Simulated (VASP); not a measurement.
# Rh (Fd-3m) in VASP: notebook

Runs on Rh. Level: PBE. Tasks: single point, relaxation of cell and atoms.

All numbers are computed with VASP 6.6.1; they aren't measurements. Logs are shortened: lines on timing, memory, paths and dates and some standing lists are left out, and cuts for length are marked.

### Step 1. The cell of the first run

Symmetry: Fd-3m, No. 227, cubic system. Conventional cell: a = 5.657 Å, b = 5.657 Å, c = 5.657 Å, α = 90.00°, β = 90.00°, γ = 90.00°. Within 3.2 Å of Rh (site symmetry -43m) lie 4 Rh at 2.45 Å.

### Step 2. Single point, PBE, collinear spin, ferromagnetic start (volume scaled by 1.08)

INCAR reads:

```
ALGO     = Normal         # electronic algorithm
EDIFF    = 1E-6           # SCF threshold, eV
ENCUT    = 520            # plane-wave cutoff, eV
GGA      = PE             # functional
ISIF     = 2              # what is computed and relaxed
ISMEAR   = -1             # smearing method
ISPIN    = 2              # spin polarisation
LASPH    = T              # aspherical terms in the spheres
LCHARG   = F              # write CHGCAR
LMAXMIX  = 4              # l up to which the mixer works
LORBIT   = 11             # projections on sites
LREAL    = F              # projectors in reciprocal space
LWAVE    = F              # write WAVECAR
MAGMOM   = 1 1            # initial moments
NBANDS   = 26             # bands
NELM     = 150            # most SCF steps
PREC     = Accurate       # precision mode
SIGMA    = 0.05           # smearing width, eV
```

KPOINTS reads:

```
k-points
0
Gamma
  11 11 11
```

POSCAR reads:

```
Rh
1.0
    0.0000000000      2.8286499713      2.8286499713
    2.8286499713      0.0000000000      2.8286499713
    2.8286499713      2.8286499713      0.0000000000
Rh
2
Direct
    0.1250000000      0.1250000000      0.1250000000
    0.8750000000      0.8750000000      0.8750000000
```

Potentials or basis: VASP PAW PBE potentials, release 64 (Rh_pv).

Started as:

```sh
> cat potpaw_PBE.64/Rh_pv/POTCAR > POTCAR
> mpirun -np 1 vasp_std > vasp.out
```

OUTCAR:

```text
EDIFF = 1E-6
   ENCUT = 520
   GGA = PE
   ISIF = 2
   ISMEAR = -1
   ISPIN = 2
   LASPH = T
   LORBIT = 11
   LREAL = F
   NELM = 150
   PREC = Accurate

 ion  position               nearest neighbor table
   1  0.125  0.125  0.125-   2 2.45   2 2.45   2 2.45   2 2.45
   2  0.875  0.875  0.875-   1 2.45   1 2.45   1 2.45   1 2.45

  LATTYP: Found a face centered cubic cell.
 ALAT       =     5.6572999426

  Lattice vectors:

 A1 = (   0.0000000000,   2.8286499713,   2.8286499713)
 A2 = (   2.8286499713,   0.0000000000,   2.8286499713)
 A3 = (   2.8286499713,   2.8286499713,   0.0000000000)

Analysis of symmetry for initial positions (statically):
=====================================================================
 Subroutine PRICEL returns:
 Original cell was already a primitive cell.

 Routine SETGRP: Setting up the symmetry group for a
 face centered cubic supercell.

 Subroutine GETGRP returns: Found 48 space group operations
 (whereof 12 operations were pure point group operations)
 out of a pool of 48 trial point group operations.

The static configuration has the point symmetry D_3d.
 The point group associated with its full space group is O_h .

Analysis of symmetry for dynamics (positions and initial velocities):
=====================================================================
 Subroutine PRICEL returns:
 Original cell was already a primitive cell.

 Routine SETGRP: Setting up the symmetry group for a
 face centered cubic supercell.

 Subroutine GETGRP returns: Found 48 space group operations
 (whereof 12 operations were pure point group operations)
 out of a pool of 48 trial point group operations.

The dynamic configuration has the point symmetry D_3d.
 The point group associated with its full space group is O_h .

Analysis of structural, dynamic, and magnetic symmetry:
=====================================================================
 Subroutine PRICEL returns:
 Original cell was already a primitive cell.

 Routine SETGRP: Setting up the symmetry group for a
 face centered cubic supercell.

 Subroutine GETGRP returns: Found 48 space group operations
 (whereof 12 operations were pure point group operations)
 out of a pool of 48 trial point group operations.

The overall configuration has the point symmetry D_3d.
 The point group associated with its full space group is O_h .

 Subroutine INISYM returns: Found 48 space group operations
 (whereof 12 operations are pure point group operations),
 and found     1 'primitive' translations

----------------------------------------------------------------------------------------

                                     Primitive cell

  volume of cell :      45.2655

  direct lattice vectors                    reciprocal lattice vectors
     0.000000000  2.828649971  2.828649971    -0.176762768  0.176762768  0.176762768
     2.828649971  0.000000000  2.828649971     0.176762768 -0.176762768  0.176762768
     2.828649971  2.828649971  0.000000000     0.176762768  0.176762768 -0.176762768

  length of vectors
     4.000315153  4.000315153  4.000315153     0.306162096  0.306162096  0.306162096

  position of ions in fractional coordinates (direct lattice)
     0.125000000  0.125000000  0.125000000
     0.875000000  0.875000000  0.875000000

  ion indices of the primitive-cell ions
   primitive index   ion index
                 1           1
                 2           2

----------------------------------------------------------------------------------------

 KPOINTS: k-points

Automatic generation of k-mesh.
 Grid dimensions read from file:
 generate k-points for:   11   11   11

 Generating k-lattice:

  Cartesian coordinates                     Fractional coordinates (reciprocal lattice)
    -0.016069343  0.016069343  0.016069343     0.090909091  0.000000000  0.000000000
     0.016069343 -0.016069343  0.016069343     0.000000000  0.090909091  0.000000000
     0.016069343  0.016069343 -0.016069343     0.000000000  0.000000000  0.090909091

  Length of vectors
     0.027832918  0.027832918  0.027832918

  Shift w.r.t. Gamma in fractional coordinates (k-lattice)
     0.000000000  0.000000000  0.000000000

 Subroutine IBZKPT returns following result:
 ===========================================

 Found     56 irreducible k-points:

 Following reciprocal coordinates:
            Coordinates               Weight
  0.000000  0.000000  0.000000      1.000000
  0.090909  0.000000  0.000000      8.000000
  0.181818  0.000000  0.000000      8.000000
  0.272727  0.000000  0.000000      8.000000
  0.363636  0.000000  0.000000      8.000000
  0.454545  0.000000  0.000000      8.000000
[... 16 lines left out ...]
 -0.272727  0.181818  0.000000     24.000000
 -0.181818  0.181818  0.000000     12.000000
 [... further k-points ...]
   k-points           NKPTS =     56   k-points in BZ     NKDIM =     56   number of bands    NBANDS=     26
   number of dos      NEDOS =    301   number of ions     NIONS =      2
   total plane-waves  NPLWV =  27000
   dimension x,y,z NGX =    30 NGY =   30 NGZ =   30
   dimension x,y,z NGXF=    60 NGYF=   60 NGZF=   60
   ions per type =               2
   NGX,Y,Z   is equivalent  to a cutoff of  12.47, 12.47, 12.47 a.u.
   NGXF,Y,Z  is equivalent  to a cutoff of  24.93, 24.93, 24.93 a.u.
 SYSTEM =  unknown system
   PREC   = accura    normal or accurate (medium, high low for compatibility)
   ISTART =      0    job   : 0-new  1-cont  2-samecut
   ICHARG =      2    charge: 1-file 2-atom 10-const
   ISPIN  =      2    spin polarized calculation?
   LNONCOLLINEAR =      F non collinear calculations
   LSORBIT =      F    spin-orbit coupling
   LASPH  =      T    aspherical Exc in radial PAW
   ENCUT  =  520.0 eV  38.22 Ry    6.18 a.u.   7.44  7.44  7.44*2*pi/ulx,y,z
   NELM   =    150;   NELMIN=  2; NELMDL= -5     # of ELM steps
   EDIFF  = 0.1E-05   stopping-criterion for ELM
   LREAL  =      F    real-space projection
   EDIFFG = 0.1E-04   stopping-criterion for IOM
   NSW    =      0    number of steps for IOM
   IBRION =     -1    ionic relax: 0-MD 1-quasi-New 2-CG
   NFREE  =      0    steps in history (QN), initial steepest desc. (CG)
   ISIF   =      2    stress and relaxation
   ISYM   =      2    0-nonsym 1-usesym 2-fastsym
   POTIM  = 0.5000    time-step for ionic-motion
   TEBEG  =    0.0;   TEEND  =   0.0 temperature during run
   PSTRESS=    0.0 pullay stress
   NELECT =      30.0000    total number of electrons
   NUPDOWN=      -1.0000    fix difference up-down
   EMIN   =  10.00;   EMAX   =-10.00  energy-range for DOS
   EFERMI =   0.00;   METHOD = LEGACY
   ISMEAR =    -1;   SIGMA  =   0.05  broadening in eV -4-tet -1-fermi 0-gaus
   EFERMI_NEDOS =   21; number of points for ismear=-14 and -15
   IALGO  =     38    algorithm
   IMIX   =      4    mixing-type and parameters
     AMIX     =   0.40;   BMIX     =  1.00
     AMIX_MAG =   1.60;   BMIX_MAG =  1.00
  volume/ion in A,a.u.               =      22.63       152.73
  Fermi-wavevector in a.u.,A,eV,Ry     =   1.427335  2.697273 27.718964  2.037286
  Thomas-Fermi vector in A             =   2.547516
   LORBIT       =     11    0 simple, 1 ext, 2 COOP (PROOUT), +10 PAW based schemes
   GGA     = PE    functional components
   LHFCALC =     F    Hartree Fock is set to
   AEXX    =    0.0000 exact exchange contribution
   IVDW    =     0    specifies the selected vdW correction
   LEPSILON=     F    determine dielectric tensor
   LRPA    =     F    only Hartree local field effects (RPA)
 spin polarized calculation
  energy-cutoff  :      520.00
  volume of cell :       45.27
 maximum number of plane-waves:      1243
 NGX is ok and might be reduce to    30
   NGX = 15   NGY = 15   NGZ = 15

 number of electron      29.9999993 magnetization       0.0045419

 number of electron      29.9999993 magnetization      -0.0007092

 Free energy of the ion-electron system (eV)
  ---------------------------------------------------
  ext. energy  EPLUGINS =         0.00000000
  ---------------------------------------------------
  free energy    TOTEN  =       -12.22148400 eV

  energy without entropy =      -12.18921527  energy(sigma->0) =      -12.20534964

 E-fermi :   5.4165     XC(G=0): -10.6848

 val. band max:        5.3788294376   @ k =   0.4545   0.0909   0.0000
 cond. band min:       5.4299325556   @ k =   0.2727   0.0909   0.0000
 fundamental gap:      0.0511031180
 Fermi energy:         5.4165330334

 spin component 1

 k-point     1 :       0.0000    0.0000    0.0000
  band No.  band energies     occupation
      1     -41.4111      1.00000
      2     -41.4111      1.00000
      3     -41.4111      1.00000
      4     -40.9269      1.00000
      5     -40.9269      1.00000
      6     -40.9269      1.00000
[... 18 lines left out ...]
     25      18.1369      0.00000
     26      19.5125      0.00000
[... 644 lines left out ...]
      4     -40.9700      1.00000
      5     -40.8979      1.00000
      6     -40.8688      1.00000
[... 18 lines left out ...]
     25      20.1069      0.00000
     26      21.9470      0.00000

 [... further k-points ...]

 spin component 2

 k-point     1 :       0.0000    0.0000    0.0000
  band No.  band energies     occupation
      1     -41.4114      1.00000
      2     -41.4114      1.00000
      3     -41.4114      1.00000
      4     -40.9272      1.00000
      5     -40.9272      1.00000
      6     -40.9272      1.00000
[... 18 lines left out ...]
     25      18.1367      0.00000
     26      19.5124      0.00000
[... 644 lines left out ...]
      4     -40.9703      1.00000
      5     -40.8982      1.00000
      6     -40.8690      1.00000
[... 18 lines left out ...]
     25      20.1068      0.00000
     26      21.9469      0.00000

 [... further k-points ...]
[... 5 lines left out ...]
  --------------------------------------------------------------------------------------
  -------------------------------------------------------------------------------------
  Total       -2.3134675     -2.3134675     -2.3134675     -0.0000000     -0.0000000     -0.0000000
  in kB      -81.8853770    -81.8853770    -81.8853770     -0.0000000     -0.0000000     -0.0000000
  external PRESSURE =     -81.8853770 kB  Pullay stress =       0.0000000 kB

 VOLUME and BASIS-vectors are now :
 -----------------------------------------------------------------------------
  energy-cutoff  :      520.00
  volume of cell :       45.27
      direct lattice vectors                 reciprocal lattice vectors
     0.000000000  2.828649971  2.828649971    -0.176762768  0.176762768  0.176762768
     2.828649971  0.000000000  2.828649971     0.176762768 -0.176762768  0.176762768
     2.828649971  2.828649971  0.000000000     0.176762768  0.176762768 -0.176762768

 POSITION                                       TOTAL-FORCE (eV/Angst)
 -----------------------------------------------------------------------------------
      0.70716      0.70716      0.70716         0.000000      0.000000     -0.000000
      4.95014      4.95014      4.95014        -0.000000     -0.000000      0.000000
 -----------------------------------------------------------------------------------
    total drift:                               -0.000000      0.000000      0.000000

  FREE ENERGIE OF THE ION-ELECTRON SYSTEM (eV)
  ---------------------------------------------------
  free  energy   TOTEN  =       -12.2214840014 eV

  energy  without entropy=      -12.1892152701  energy(sigma->0) =      -12.20534964

 total charge

# of ion       s       p       d       tot
------------------------------------------
    1        0.425   6.180   7.102  13.707
    2        0.425   6.180   7.102  13.707
--------------------------------------------------
tot          0.850  12.360  14.204  27.413

 magnetization (x)

# of ion       s       p       d       tot
------------------------------------------
    1        0.000  -0.000  -0.000  -0.000
    2        0.000  -0.000  -0.000  -0.000
--------------------------------------------------
tot          0.000  -0.000  -0.000  -0.000
```

It took 1.9 min on 1 thread of Intel Xeon 6975P-C, shared host; peak memory 0.24 GiB.

Results:

```yaml
Free_energy: -12.2215 eV
Pressure: -8.2 GPa
Band_gap_on_the_k_mesh: zero (filled and empty bands overlap)
Net_moment: 0.00 μB per cell
Valence_electrons_inside_the_program's_atomic_spheres: Rh 13.71
```

### Step 3. Single point, PBE, collinear spin, ferromagnetic start (volume scaled by 1.12)

INCAR reads:

```
  PREC = Accurate
  ENCUT = 520
  EDIFF = 1E-6
  ISMEAR = -1
  SIGMA = 0.05
  LREAL = False
  LASPH = True
  NELM = 150
  ALGO = Normal
  ISIF = 2
  LWAVE = False
  LCHARG = False
  ISPIN = 2
  MAGMOM = 1 1
  LORBIT = 11
  LMAXMIX = 4
  GGA = PE
  NBANDS = 26
```

KPOINTS reads:

```
regular mesh
0
Gamma
  11 11 11
```

POSCAR reads:

```
Rh
1.0
    0.0000000000      2.8631491027      2.8631491027
    2.8631491027      0.0000000000      2.8631491027
    2.8631491027      2.8631491027      0.0000000000
Rh
2
Direct
    0.1250000000      0.1250000000      0.1250000000
    0.8750000000      0.8750000000      0.8750000000
```

Potentials or basis: VASP PAW PBE potentials, release 64 (Rh_pv).

Started as:

```sh
> cat potpaw_PBE.64/Rh_pv/POTCAR > POTCAR
> mpirun -np 1 vasp_std > vasp.out
```

OUTCAR:

```text
PREC = Accurate
   ENCUT = 520
   EDIFF = 1E-6
   ISMEAR = -1
   LREAL = False
   LASPH = True
   NELM = 150
   ISIF = 2
   ISPIN = 2
   LORBIT = 11
   GGA = PE

 ion  position               nearest neighbor table
   1  0.125  0.125  0.125-   2 2.48   2 2.48   2 2.48   2 2.48
   2  0.875  0.875  0.875-   1 2.48   1 2.48   1 2.48   1 2.48

  LATTYP: Found a face centered cubic cell.
 ALAT       =     5.7262982054

  Lattice vectors:

 A1 = (   0.0000000000,   2.8631491027,   2.8631491027)
[... 1608 lines left out ...]
  in kB     -108.9954705   -108.9954705   -108.9954705      0.0000000      0.0000000      0.0000000
  external PRESSURE =    -108.9954705 kB  Pullay stress =       0.0000000 kB

 VOLUME and BASIS-vectors are now :
 -----------------------------------------------------------------------------
  energy-cutoff  :      520.00
  volume of cell :       46.94
      direct lattice vectors                 reciprocal lattice vectors
     0.000000000  2.863149103  2.863149103    -0.174632889  0.174632889  0.174632889
     2.863149103  0.000000000  2.863149103     0.174632889 -0.174632889  0.174632889
     2.863149103  2.863149103  0.000000000     0.174632889  0.174632889 -0.174632889

 POSITION                                       TOTAL-FORCE (eV/Angst)
 -----------------------------------------------------------------------------------
      0.71579      0.71579      0.71579        -0.000000     -0.000000     -0.000000
      5.01051      5.01051      5.01051         0.000000      0.000000      0.000000
 -----------------------------------------------------------------------------------
    total drift:                               -0.000000      0.000000      0.000000

  FREE ENERGIE OF THE ION-ELECTRON SYSTEM (eV)
  ---------------------------------------------------
  free  energy   TOTEN  =       -12.1215523308 eV

  energy  without entropy=      -12.0866856764  energy(sigma->0) =      -12.10411900

 total charge

# of ion       s       p       d       tot
------------------------------------------
    1        0.412   6.165   7.089  13.666
    2        0.412   6.165   7.089  13.666
--------------------------------------------------
tot          0.824  12.330  14.179  27.333

 magnetization (x)

# of ion       s       p       d       tot
------------------------------------------
    1        0.000   0.000   0.001   0.001
    2        0.000   0.000   0.001   0.001
--------------------------------------------------
tot          0.000   0.000   0.002   0.002
```

OSZICAR:

```text
N       E                     dE             d eps       ncg     rms          rms(c)
DAV:   1     0.322622898338E+03    0.32262E+03   -0.18355E+04  5832   0.121E+03
DAV:   2    -0.535987454630E+01   -0.32798E+03   -0.31345E+03  6034   0.385E+02
DAV:   3    -0.124208582061E+02   -0.70610E+01   -0.69964E+01  7080   0.649E+01
DAV:   4    -0.124769090954E+02   -0.56051E-01   -0.56039E-01  6836   0.572E+00
DAV:   5    -0.124778743083E+02   -0.96521E-03   -0.96519E-03  6872   0.759E-01    0.863E+00
DAV:   6    -0.121191544343E+02    0.35872E+00   -0.14596E+00  6314   0.106E+01    0.307E+00
DAV:   7    -0.121202679958E+02   -0.11136E-02   -0.39412E-02  6434   0.165E+00    0.181E+00
DAV:   8    -0.121199126503E+02    0.35535E-03   -0.99789E-03  6836   0.819E-01    0.809E-01
DAV:   9    -0.121212938678E+02   -0.13812E-02   -0.13196E-03  6852   0.305E-01    0.879E-02
DAV:  10    -0.121214810245E+02   -0.18716E-03   -0.19391E-04  6564   0.978E-02    0.642E-02
DAV:  11    -0.121215487612E+02   -0.67737E-04   -0.49335E-05  6538   0.506E-02    0.222E-02
DAV:  12    -0.121215522531E+02   -0.34919E-05   -0.84927E-06  6738   0.210E-02    0.420E-03
DAV:  13    -0.121215523308E+02   -0.77706E-07   -0.23852E-07  3626   0.365E-03
   1 F= -.12121552E+02 E0= -.12104119E+02  d E =-.348667E-01  mag=     0.0008
```

stdout:

```text
POSCAR found type information on POSCAR Rh
 POSCAR found :  1 types and       2 ions
 scaLAPACK will be used
 LDA part: xc-table for (Slater+PW92), standard interpolation
 POSCAR, INCAR and KPOINTS ok, starting setup
 FFT: planning ... GRIDC
 FFT: planning ... GRID_SOFT
 FFT: planning ... GRID
 WAVECAR not read
 entering main loop
```

Run time: 92 s. Hardware: 1 thread of Intel Xeon 6975P-C, shared host; peak memory 0.24 GiB.

Results:

* Free energy: -12.1216 eV
* Pressure: -10.9 GPa
* Band gap on the k mesh: zero (filled and empty bands overlap)
* Net moment: 0.00 μB per cell
* Valence electrons inside the program's atomic spheres: Rh 13.67

[end of part 1 of 3]
